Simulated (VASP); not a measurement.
Ge:

```
CELL_PARAMETERS angstrom
0.00000 2.88598 2.88598
2.88598 0.00000 2.88598
2.88598 2.88598 0.00000
ATOMIC_POSITIONS crystal
Ge 0.50000 0.50000 0.50000
Ge 0.75000 0.75000 0.75000
```

Base run:

- Program: VASP 6.6.1
- Functional: PBE
- Potentials or basis: VASP PAW PBE potentials, release 64 (Ge_d)
- Cutoff: 520 eV
- k mesh: 10 × 10 × 10
- Occupations: fermi-dirac, width 0.05 eV
- Spin: no spin polarisation

Its results: band gap on the k mesh zero (filled and empty bands touch); pressure -0.4 GPa.

Q: The run is repeated on the same cell with these changes: k mesh from 10 × 10 × 10 to 4 × 4 × 4. What comes out?

A: Band gap on the k mesh zero (filled and empty bands touch); pressure 0.7 GPa.

Caveats: some runs use coarse meshes.
